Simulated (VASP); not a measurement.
# Hf (P6_3/mmc) in VASP: notebook

The runs below take Hf through single point, with PBEsol+D3(BJ), PBE, BLYP.

Program: VASP 6.6.1. These are calculated values, not measurements. Logs are shortened: lines on timing, memory, paths and dates and some standing lists are left out, and cuts for length are marked.

**1. The cell of the first run**

It takes space group P6_3/mmc (No. 194, hexagonal). Conventional cell: a = 3.121 Å, b = 3.121 Å, c = 4.938 Å, α = 90.00°, β = 90.00°, γ = 120.00°. Within 4.0 Å of Hf (site symmetry -6m2) lie 12 Hf at 3.06 to 3.12 Å.

**2. Single point, PBEsol+D3(BJ)**

File INCAR:

```
  PREC = Accurate
  ENCUT = 520
  EDIFF = 1E-6
  ISMEAR = -1
  SIGMA = 0.05
  LREAL = F
  LASPH = T
  NELM = 60
  ALGO = Normal
  ISIF = 2
  LWAVE = F
  LCHARG = F
  GGA = PS
  IVDW = 12
  NBANDS = 17
```

File KPOINTS:

```
regular mesh
0
Gamma
  10 10 5
```

File POSCAR:

```
Hf
1.0
    3.1208580284      0.0000000000      0.0000000000
   -1.5604290142      2.7027423342      0.0000000000
    0.0000000000      0.0000000000      4.9380055276
Hf
2
Direct
    0.6666666667      0.3333333333      0.7500000000
    0.3333333333      0.6666666667      0.2500000000
```

Potentials or basis: VASP PAW PBE potentials, release 64 (Hf_pv).

Launch:

```bash
> cat potpaw_PBE.64/Hf_pv/POTCAR > POTCAR
> mpirun -np 1 vasp_std > vasp.out
```

OUTCAR:

```text
PREC = Accurate
   ENCUT = 520
   EDIFF = 1E-6
   ISMEAR = -1
   LREAL = F
   LASPH = T
   NELM = 60
   ISIF = 2
   GGA = PS
   IVDW = 12
 IVDW          = 12

 ion  position               nearest neighbor table
   1  0.667  0.333  0.750-   2 3.06   2 3.06   2 3.06   2 3.06   2 3.06   2 3.06
   2  0.333  0.667  0.250-   1 3.06   1 3.06   1 3.06   1 3.06   1 3.06   1 3.06

  LATTYP: Found a hexagonal cell.
 ALAT       =     3.1208580284
 C/A-ratio  =     1.5822589437

  Lattice vectors:

 A1 = (   3.1208580284,   0.0000000000,   0.0000000000)
 A2 = (  -1.5604290142,   2.7027423342,   0.0000000000)
 A3 = (   0.0000000000,   0.0000000000,   4.9380055276)

Analysis of symmetry for initial positions (statically):
=====================================================================
 Subroutine PRICEL returns:
 Original cell was already a primitive cell.

 Routine SETGRP: Setting up the symmetry group for a
 hexagonal supercell.

 Subroutine GETGRP returns: Found 24 space group operations
 (whereof 12 operations were pure point group operations)
 out of a pool of 24 trial point group operations.

The static configuration has the point symmetry D_3d.
 The point group associated with its full space group is D_6h.

Analysis of symmetry for dynamics (positions and initial velocities):
=====================================================================
 Subroutine PRICEL returns:
 Original cell was already a primitive cell.

 Routine SETGRP: Setting up the symmetry group for a
 hexagonal supercell.

 Subroutine GETGRP returns: Found 24 space group operations
 (whereof 12 operations were pure point group operations)
 out of a pool of 24 trial point group operations.

The dynamic configuration has the point symmetry D_3d.
 The point group associated with its full space group is D_6h.

 Subroutine INISYM returns: Found 24 space group operations
 (whereof 12 operations are pure point group operations),
 and found     1 'primitive' translations

----------------------------------------------------------------------------------------

                                     Primitive cell

  volume of cell :      41.6515

  direct lattice vectors                    reciprocal lattice vectors
     3.120858028  0.000000000  0.000000000     0.320424701  0.184997287  0.000000000
    -1.560429014  2.702742334  0.000000000     0.000000000  0.369994575  0.000000000
     0.000000000  0.000000000  4.938005528     0.000000000  0.000000000  0.202510911

  length of vectors
     3.120858028  3.120858028  4.938005528     0.369994575  0.369994575  0.202510911

  position of ions in fractional coordinates (direct lattice)
     0.666666667  0.333333333  0.750000000
     0.333333333  0.666666667  0.250000000

  ion indices of the primitive-cell ions
   primitive index   ion index
                 1           1
                 2           2

----------------------------------------------------------------------------------------

 KPOINTS: regular mesh

Automatic generation of k-mesh.
 Grid dimensions read from file:
 generate k-points for:   10   10    5

 Generating k-lattice:

  Cartesian coordinates                     Fractional coordinates (reciprocal lattice)
     0.032042470  0.018499729  0.000000000     0.100000000 -0.000000000  0.000000000
     0.000000000  0.036999457  0.000000000     0.000000000  0.100000000  0.000000000
     0.000000000  0.000000000  0.040502182     0.000000000  0.000000000  0.200000000

  Length of vectors
     0.036999457  0.036999457  0.040502182

  Shift w.r.t. Gamma in fractional coordinates (k-lattice)
     0.000000000  0.000000000  0.000000000

 Subroutine IBZKPT returns following result:
 ===========================================

 Found     42 irreducible k-points:

 Following reciprocal coordinates:
            Coordinates               Weight
  0.000000  0.000000  0.000000      1.000000
  0.100000  0.000000  0.000000      6.000000
  0.200000  0.000000  0.000000      6.000000
  0.300000 -0.000000  0.000000      6.000000
  0.400000 -0.000000  0.000000      6.000000
  0.500000  0.000000  0.000000      3.000000
[... 16 lines left out ...]
  0.300000  0.100000  0.200000     24.000000
  0.400000  0.100000  0.200000     24.000000
 [... further k-points ...]
   k-points           NKPTS =     42   k-points in BZ     NKDIM =     42   number of bands    NBANDS=     17
   number of dos      NEDOS =    301   number of ions     NIONS =      2
   total plane-waves  NPLWV =  23040
   dimension x,y,z NGX =    24 NGY =   24 NGZ =   40
   dimension x,y,z NGXF=    48 NGYF=   48 NGZF=   80
   ions per type =               2
   NGX,Y,Z   is equivalent  to a cutoff of  12.78, 12.78, 13.47 a.u.
   NGXF,Y,Z  is equivalent  to a cutoff of  25.57, 25.57, 26.93 a.u.
 SYSTEM =  unknown system
   PREC   = accura    normal or accurate (medium, high low for compatibility)
   ISTART =      0    job   : 0-new  1-cont  2-samecut
   ICHARG =      2    charge: 1-file 2-atom 10-const
   ISPIN  =      1    spin polarized calculation?
   LNONCOLLINEAR =      F non collinear calculations
   LSORBIT =      F    spin-orbit coupling
   LASPH  =      T    aspherical Exc in radial PAW
   ENCUT  =  520.0 eV  38.22 Ry    6.18 a.u.   5.80  5.80  9.18*2*pi/ulx,y,z
   NELM   =     60;   NELMIN=  2; NELMDL= -5     # of ELM steps
   EDIFF  = 0.1E-05   stopping-criterion for ELM
   LREAL  =      F    real-space projection
   EDIFFG = 0.1E-04   stopping-criterion for IOM
   NSW    =      0    number of steps for IOM
   IBRION =     -1    ionic relax: 0-MD 1-quasi-New 2-CG
   NFREE  =      0    steps in history (QN), initial steepest desc. (CG)
   ISIF   =      2    stress and relaxation
   ISYM   =      2    0-nonsym 1-usesym 2-fastsym
   POTIM  = 0.5000    time-step for ionic-motion
   TEBEG  =    0.0;   TEEND  =   0.0 temperature during run
   PSTRESS=    0.0 pullay stress
   NELECT =      20.0000    total number of electrons
   NUPDOWN=      -1.0000    fix difference up-down
   EMIN   =  10.00;   EMAX   =-10.00  energy-range for DOS
   EFERMI =   0.00;   METHOD = LEGACY
   ISMEAR =    -1;   SIGMA  =   0.05  broadening in eV -4-tet -1-fermi 0-gaus
   EFERMI_NEDOS =   21; number of points for ismear=-14 and -15
   IALGO  =     38    algorithm
   IMIX   =      4    mixing-type and parameters
     AMIX     =   0.40;   BMIX     =  1.00
     AMIX_MAG =   1.60;   BMIX_MAG =  1.00
  volume/ion in A,a.u.               =      20.83       140.54
  Fermi-wavevector in a.u.,A,eV,Ry     =   1.281961  2.422555 22.360135  1.643424
  Thomas-Fermi vector in A             =   2.414300
   LORBIT       =      0    0 simple, 1 ext, 2 COOP (PROOUT), +10 PAW based schemes
   GGA     = PS    functional components
   LHFCALC =     F    Hartree Fock is set to
   AEXX    =    0.0000 exact exchange contribution
   IVDW    =    12    specifies the selected vdW correction
   LEPSILON=     F    determine dielectric tensor
   LRPA    =     F    only Hartree local field effects (RPA)
 non-spin polarized calculation
  energy-cutoff  :      520.00
  volume of cell :       41.65
 maximum number of plane-waves:      1136
 NGX is ok and might be reduce to    24
   NGX = 11   NGY = 11   NGZ = 19

 number of electron      19.9999998 magnetization

 Free energy of the ion-electron system (eV)
  ---------------------------------------------------
  ext. energy  EPLUGINS =         0.00000000
  ---------------------------------------------------
  free energy    TOTEN  =       -20.99780456 eV

  energy without entropy =      -20.98975506  energy(sigma->0) =      -20.99377981

 E-fermi :   5.2350     XC(G=0): -11.7229

 val. band max:        5.1640602661   @ k =   0.1000   0.0000   0.2000
 cond. band min:       5.2481108617   @ k =   0.0000   0.0000   0.4000
 fundamental gap:      0.0840505956
 Fermi energy:         5.2350129449

 k-point     1 :       0.0000    0.0000    0.0000
  band No.  band energies     occupation
      1     -25.7337      2.00000
      2     -24.7865      2.00000
      3     -24.7865      2.00000
      4     -24.6270      2.00000
      5     -24.6256      2.00000
      6     -24.6256      2.00000
[... 9 lines left out ...]
     16       8.0334      0.00000
     17      10.9832      0.00000

 k-point     2 :       0.1000    0.0000    0.0000
  band No.  band energies     occupation
      1     -25.7010      2.00000
      2     -24.8572      2.00000
      3     -24.8100      2.00000
      4     -24.7001      2.00000
      5     -24.6421      2.00000
      6     -24.6348      2.00000
[... 9 lines left out ...]
     16       7.7301      0.00000
     17      11.2354      0.00000

 k-point     3 :       0.2000    0.0000    0.0000
  band No.  band energies     occupation
      1     -25.6089      2.00000
      2     -25.0423      2.00000
      3     -24.8872      2.00000
      4     -24.8688      2.00000
      5     -24.6877      2.00000
      6     -24.6613      2.00000
[... 9 lines left out ...]
     16       8.4944      0.00000
     17      11.6941      0.00000

 k-point     4 :       0.3000   -0.0000    0.0000
  band No.  band energies     occupation
      1     -25.4763      2.00000
      2     -25.2698      2.00000
      3     -25.1039      2.00000
      4     -24.9375      2.00000
      5     -24.7624      2.00000
      6     -24.6967      2.00000
[... 9 lines left out ...]
     16       9.7811      0.00000
     17      12.0448      0.00000
[... 343 lines left out ...]
      1     -25.5036      2.00000
      2     -25.1413      2.00000
      3     -25.0696      2.00000
      4     -24.9040      2.00000
      5     -24.7452      2.00000
      6     -24.7209      2.00000
[... 9 lines left out ...]
     16       9.5560      0.00000
     17      11.5449      0.00000

 k-point    23 :       0.3000    0.1000    0.2000
  band No.  band energies     occupation
      1     -25.4935      2.00000
      2     -25.3116      2.00000
      3     -25.1571      2.00000
      4     -24.9770      2.00000
      5     -24.8142      2.00000
      6     -24.7619      2.00000
[... 9 lines left out ...]
     16      10.5492      0.00000
     17      11.8963      0.00000

 k-point    24 :       0.4000    0.1000    0.2000
  band No.  band energies     occupation
      1     -25.5551      2.00000
      2     -25.3932      2.00000
      3     -25.1533      2.00000
      4     -25.0032      2.00000
      5     -24.8793      2.00000
      6     -24.7912      2.00000
[... 9 lines left out ...]
     16      11.6891      0.00000
     17      12.6131      0.00000

 [... further k-points ...]

------------------------ aborting loop because EDIFF is reached ----------------------------------------

 Edisp (eV)   -1.10184

 E8    (eV) :    -0.8320

  FORCE on cell =-STRESS in cart. coord.  units (eV):
  Direction    XX          YY          ZZ          XY          YZ          ZX
  --------------------------------------------------------------------------------------
  -------------------------------------------------------------------------------------
  Total      -0.09740    -0.09740    -0.12558     0.00000     0.00000    -0.00000
  in kB      -3.74673    -3.74673    -4.83060     0.00000     0.00000    -0.00000
  external pressure =       -4.11 kB  Pullay stress =        0.00 kB

 VOLUME and BASIS-vectors are now :
 -----------------------------------------------------------------------------
  energy-cutoff  :      520.00
  volume of cell :       41.65
      direct lattice vectors                 reciprocal lattice vectors
     3.120858028  0.000000000  0.000000000     0.320424701  0.184997287  0.000000000
    -1.560429014  2.702742334  0.000000000     0.000000000  0.369994575  0.000000000
     0.000000000  0.000000000  4.938005528     0.000000000  0.000000000  0.202510911

 POSITION                                       TOTAL-FORCE (eV/Angst)
 -----------------------------------------------------------------------------------
      1.56043      0.90091      3.70350         0.000000     -0.000000      0.000000
     -0.00000      1.80183      1.23450        -0.000000      0.000000      0.000000
 -----------------------------------------------------------------------------------
    total drift:                                0.000000     -0.000000      0.000000

  FREE ENERGIE OF THE ION-ELECTRON SYSTEM (eV)
  ---------------------------------------------------
  free  energy   TOTEN  =       -22.0996451340 eV

  energy  without entropy=      -22.0915956368  energy(sigma->0) =      -22.09562039
```

Wall time 32 s (1 thread of Intel Xeon 8259CL, shared host); peak memory 0.18 GiB.

What came out:

| Item | Value |
| --- | --- |
| Free energy | -22.0996 eV |
| Pressure | -0.4 GPa |
| Band gap on the k mesh | zero (bands 10 and 11 overlap by 1.54 eV) |
| Dispersion energy per atom | -0.551 eV |

Caveat: the PAW data sets were made with another functional, which shifts forces and pressure a little; spin-orbit coupling is left out, which moves the levels of the heavy elements.

[end of part 1 of 3]
